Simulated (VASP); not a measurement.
# Al2Cu (I4/mmm) in VASP: a series of runs, part 3 of 3

VASP 6.6.1.

### 4 Single point, r2SCAN (uniaxial strain along c: -4.0 %)

POSCAR reads:

```
Al2Cu
1.0
    2.8957442371      2.8957442371      0.0000000000
   -2.8957442371      2.8957442371      0.0000000000
    0.0000000000      0.0000000000      5.5047811240
Al Cu
4 2
Direct
    0.5000000000      0.0000000000      0.2500000000
    0.0000000000      0.5000000000      0.2500000000
    0.0000000000      0.5000000000      0.7500000000
    0.5000000000      0.0000000000      0.7500000000
    0.0000000000      0.0000000000      0.5000000000
    0.5000000000      0.5000000000      0.0000000000
```

INCAR.step1 reads:

```
SYSTEM = Al2Cu
PREC = Accurate
ENCUT = 520
ISMEAR = 0
SIGMA = 0.1
LREAL = .FALSE.
LASPH = .TRUE.
NELM = 100
NBANDS = 26
GGA = PE
ALGO = Normal
EDIFF = 1E-4
LWAVE = .TRUE.
LCHARG = .FALSE.
```

INCAR.step2 reads:

```
SYSTEM = Al2Cu
PREC = Accurate
ENCUT = 520
EDIFF = 1E-6
ISMEAR = 0
SIGMA = 0.1
LREAL = .FALSE.
LASPH = .TRUE.
NELM = 100
ALGO = Normal
ISIF = 2
LWAVE = .FALSE.
LCHARG = .FALSE.
METAGGA = R2SCAN
LMIXTAU = .TRUE.
NBANDS = 26
ISTART = 1
```

KPOINTS reads:

```
Automatic mesh
0
G
  10 10 6
  0 0 0
```

Potentials or basis: VASP PAW PBE potentials, release 64 (Al, Cu).

The run is started by

```sh
> cat potpaw_PBE.64/Al/POTCAR potpaw_PBE.64/Cu/POTCAR > POTCAR
> cp INCAR.step1 INCAR
> mpirun -np 1 vasp_std > vasp.out
> cp INCAR.step2 INCAR
> mpirun -np 1 vasp_std > vasp.out
```

OUTCAR:

```text
SYSTEM = Al2Cu
   PREC = Accurate
   ENCUT = 520
   EDIFF = 1E-6
   ISMEAR = 0
   LREAL = .FALSE.
   LASPH = .TRUE.
   NELM = 100
   ISIF = 2
   METAGGA = R2SCAN
   ISTART = 1

 ion  position               nearest neighbor table
   1  0.500  0.000  0.250-   5 2.47   6 2.47   6 2.47   5 2.47   4 2.75   4 2.75   2 2.90   2 2.90
                             2 2.90   2 2.90
   2  0.000  0.500  0.250-   5 2.47   6 2.47   5 2.47   6 2.47   3 2.75   3 2.75   1 2.90   1 2.90
                             1 2.90   1 2.90
   3  0.000  0.500  0.750-   5 2.47   6 2.47   5 2.47   6 2.47   2 2.75   2 2.75   4 2.90   4 2.90
                             4 2.90   4 2.90
   4  0.500  0.000  0.750-   5 2.47   6 2.47   6 2.47   5 2.47   1 2.75   1 2.75   3 2.90   3 2.90
                             3 2.90   3 2.90
   5  0.000  0.000  0.500-   1 2.47   2 2.47   3 2.47   4 2.47   2 2.47   3 2.47   1 2.47   4 2.47

   6  0.500  0.500  0.000-   1 2.47   2 2.47   3 2.47   4 2.47   1 2.47   4 2.47   2 2.47   3 2.47

  LATTYP: Found a simple tetragonal cell.
 ALAT       =     4.0952007733
 C/A-ratio  =     1.3442029900

  Lattice vectors:

 A1 = (   2.8957442371,   2.8957442371,   0.0000000000)
 A2 = (  -2.8957442371,   2.8957442371,   0.0000000000)
 A3 = (   0.0000000000,   0.0000000000,   5.5047811240)

Analysis of symmetry for initial positions (statically):
=====================================================================
 Subroutine PRICEL returns following result:

  LATTYP: Found a body centered tetragonal cell.
 ALAT       =     4.0952007733
 C/A-ratio  =     1.3442029900

  Lattice vectors:

 A1 = (   0.0000000000,  -2.8957442371,  -2.7523905620)
 A2 = (   0.0000000000,   2.8957442371,  -2.7523905620)
 A3 = (   2.8957442371,   0.0000000000,   2.7523905620)

   2 primitive cells build up your supercell.

 Routine SETGRP: Setting up the symmetry group for a
 simple tetragonal supercell.

 Subroutine GETGRP returns: Found 16 space group operations
 (whereof 16 operations were pure point group operations)
 out of a pool of 16 trial point group operations.

The static configuration has the point symmetry D_4h.

Analysis of symmetry for dynamics (positions and initial velocities):
=====================================================================
 Subroutine PRICEL returns following result:

  LATTYP: Found a body centered tetragonal cell.
 ALAT       =     4.0952007733
 C/A-ratio  =     1.3442029900

  Lattice vectors:

 A1 = (   0.0000000000,  -2.8957442371,  -2.7523905620)
 A2 = (   0.0000000000,   2.8957442371,  -2.7523905620)
 A3 = (   2.8957442371,   0.0000000000,   2.7523905620)

   2 primitive cells build up your supercell.

 Routine SETGRP: Setting up the symmetry group for a
 simple tetragonal supercell.

 Subroutine GETGRP returns: Found 16 space group operations
 (whereof 16 operations were pure point group operations)
 out of a pool of 16 trial point group operations.

The dynamic configuration has the point symmetry D_4h.

 Subroutine INISYM returns: Found 16 space group operations
[... 48 lines left out ...]

 Subroutine IBZKPT returns following result:
 ===========================================

 Found     84 irreducible k-points:

 Following reciprocal coordinates:
            Coordinates               Weight
  0.000000  0.000000  0.000000      1.000000
  0.100000  0.000000  0.000000      4.000000
  0.200000  0.000000  0.000000      4.000000
  0.300000  0.000000  0.000000      4.000000
  0.400000  0.000000  0.000000      4.000000
  0.500000  0.000000  0.000000      2.000000
[... 16 lines left out ...]
  0.100000  0.000000  0.166667      8.000000
  0.200000  0.000000  0.166667      8.000000
 [... further k-points ...]
   k-points           NKPTS =     84   k-points in BZ     NKDIM =     84   number of bands    NBANDS=     26
   number of dos      NEDOS =    301   number of ions     NIONS =      6
   total plane-waves  NPLWV =  37800
   dimension x,y,z NGX =    30 NGY =   30 NGZ =   42
   dimension x,y,z NGXF=    60 NGYF=   60 NGZF=   84
   ions per type =               4   2
   NGX,Y,Z   is equivalent  to a cutoff of  12.18, 12.18, 12.68 a.u.
   NGXF,Y,Z  is equivalent  to a cutoff of  24.36, 24.36, 25.37 a.u.
 SYSTEM =  Al2Cu
   PREC   = accura    normal or accurate (medium, high low for compatibility)
   ISTART =      1    job   : 0-new  1-cont  2-samecut
   ICHARG =      0    charge: 1-file 2-atom 10-const
   ISPIN  =      1    spin polarized calculation?
   LNONCOLLINEAR =      F non collinear calculations
   LSORBIT =      F    spin-orbit coupling
   LASPH  =      T    aspherical Exc in radial PAW
   ENCUT  =  520.0 eV  38.22 Ry    6.18 a.u.   7.61  7.61 10.24*2*pi/ulx,y,z
   NELM   =    100;   NELMIN=  2; NELMDL=  0     # of ELM steps
   EDIFF  = 0.1E-05   stopping-criterion for ELM
   LREAL  =      F    real-space projection
   EDIFFG = 0.1E-04   stopping-criterion for IOM
   NSW    =      0    number of steps for IOM
   IBRION =     -1    ionic relax: 0-MD 1-quasi-New 2-CG
   NFREE  =      0    steps in history (QN), initial steepest desc. (CG)
   ISIF   =      2    stress and relaxation
   ISYM   =      2    0-nonsym 1-usesym 2-fastsym
   POTIM  = 0.5000    time-step for ionic-motion
   TEBEG  =    0.0;   TEEND  =   0.0 temperature during run
   PSTRESS=    0.0 pullay stress
   NELECT =      34.0000    total number of electrons
   NUPDOWN=      -1.0000    fix difference up-down
   EMIN   =  10.00;   EMAX   =-10.00  energy-range for DOS
   EFERMI =   0.00;   METHOD = LEGACY
   ISMEAR =     0;   SIGMA  =   0.10  broadening in eV -4-tet -1-fermi 0-gaus
   EFERMI_NEDOS =   21; number of points for ismear=-14 and -15
   IALGO  =     38    algorithm
   IMIX   =      4    mixing-type and parameters
     AMIX     =   0.40;   BMIX     =  1.00
     AMIX_MAG =   1.60;   BMIX_MAG =  1.00
  volume/ion in A,a.u.               =      15.39       103.83
  Fermi-wavevector in a.u.,A,eV,Ry     =   1.173467  2.217532 18.735569  1.377025
  Thomas-Fermi vector in A             =   2.309880
   LORBIT       =      0    0 simple, 1 ext, 2 COOP (PROOUT), +10 PAW based schemes
   METAGGA = R2SCAN    functional components
   LHFCALC =     F    Hartree Fock is set to
   AEXX    =    0.0000 exact exchange contribution
   IVDW    =     0    specifies the selected vdW correction
   LEPSILON=     F    determine dielectric tensor
   LRPA    =     F    only Hartree local field effects (RPA)
 non-spin polarized calculation
 Gauss-broadening in eV      SIGMA  =   0.10
  energy-cutoff  :      520.00
  volume of cell :       92.32
 maximum number of plane-waves:      2508
   NGX = 15   NGY = 15   NGZ = 21

 number of electron      33.9999970 magnetization

 Free energy of the ion-electron system (eV)
  ---------------------------------------------------
  ext. energy  EPLUGINS =         0.00000000
  ---------------------------------------------------
  free energy    TOTEN  =       -49.78627215 eV

  energy without entropy =      -49.78083535  energy(sigma->0) =      -49.78355375

 E-fermi :   7.2881     XC(G=0): -11.3215

 val. band max:        7.2508797151   @ k =   0.3000   0.2000   0.1667
 cond. band min:       7.2925726686   @ k =   0.5000   0.1000   0.3333
 fundamental gap:      0.0416929535
 Fermi energy:         7.2881053619

 k-point     1 :       0.0000    0.0000    0.0000
  band No.  band energies     occupation
      1      -3.6759      2.00000
      2       1.0684      2.00000
      3       1.2214      2.00000
      4       1.7181      2.00000
      5       2.3945      2.00000
      6       2.4442      2.00000
[... 685 lines left out ...]
     25      13.2636      0.00000
     26      14.3168      0.00000

 [... further k-points ...]

------------------------ aborting loop because EDIFF is reached ----------------------------------------

  FORCE on cell =-STRESS in cart. coord.  units (eV):
  Direction    XX          YY          ZZ          XY          YZ          ZX
  --------------------------------------------------------------------------------------
  -------------------------------------------------------------------------------------
  Total        0.1060658      0.1060658      3.8125567      0.0000000      0.0000000     -0.0000000
  in kB        1.8407529      1.8407529     66.1662375      0.0000000      0.0000000     -0.0000000
  external PRESSURE =      23.2825811 kB  Pullay stress =       0.0000000 kB

 VOLUME and BASIS-vectors are now :
 -----------------------------------------------------------------------------
  energy-cutoff  :      520.00
  volume of cell :       92.32
      direct lattice vectors                 reciprocal lattice vectors
     2.895744237  2.895744237  0.000000000     0.172667183  0.172667183  0.000000000
    -2.895744237  2.895744237  0.000000000    -0.172667183  0.172667183  0.000000000
     0.000000000  0.000000000  5.504781124     0.000000000  0.000000000  0.181660265

 POSITION                                       TOTAL-FORCE (eV/Angst)
 -----------------------------------------------------------------------------------
      1.44787      1.44787      1.37620        -0.000000     -0.000000     -0.000000
     -1.44787      1.44787      1.37620         0.000000     -0.000000      0.000000
     -1.44787      1.44787      4.12859        -0.000000     -0.000000     -0.000000
      1.44787      1.44787      4.12859        -0.000000     -0.000000     -0.000000
      0.00000      0.00000      2.75239         0.000000     -0.000000     -0.000000
      0.00000      2.89574      0.00000        -0.000000      0.000000     -0.000000
 -----------------------------------------------------------------------------------
    total drift:                               -0.000000      0.000000     -0.000000

  FREE ENERGIE OF THE ION-ELECTRON SYSTEM (eV)
  ---------------------------------------------------
  free  energy   TOTEN  =       -49.7862721505 eV

  energy  without entropy=      -49.7808353453  energy(sigma->0) =      -49.78355375
```

It took 6.5 min on 1 thread of Intel Xeon 6975P-C (Granite Rapids), shared host; peak memory 0.3 GiB.

What came out:

```
Free energy            : -49.7863 eV
Pressure               : 2.3 GPa
Band gap on the k mesh : zero (bands 17 and 18 overlap by 4.17 eV)
```

Caveat: the cell differs from its parent crystal (uniaxial strain along c: -4.0 %); the stress differs along the axes, from 0 to 7 GPa; the PAW data sets were made with another functional, which shifts forces and pressure a little.

### 5 Summary

```csv
cell,gap on the mesh (eV),pressure (GPa)
"a = 4.115, b = 4.115, c = 5.390 Å, 6 atoms",none,3.8
"a = 4.120, b = 4.120, c = 5.390 Å, 6 atoms",none,3.6
"a = 4.095, b = 4.095, c = 5.505 Å, 6 atoms",none,2.3
```

Alike in all rows: task single point; level r2SCAN; potentials or basis VASP PAW PBE potentials, release 64 (Al, Cu); no spin polarisation; k mesh 10 × 10 × 6; cutoff (eV) 520; smearing gaussian 0.1 eV.

Caveats: the PAW data sets were made with another functional, which shifts forces and pressure a little; the stress differs along the axes, from 0 to 11 GPa (at least some runs); the stress differs along the axes, from -0 to 11 GPa (at least some runs); the stress differs along the axes, from 0 to 7 GPa (at least some runs).

Total energies depend on the potentials used, so only differences within one code and one set of settings carry meaning.

The gap in the log of VASP goes by the Fermi energy; the results here count the filled bands.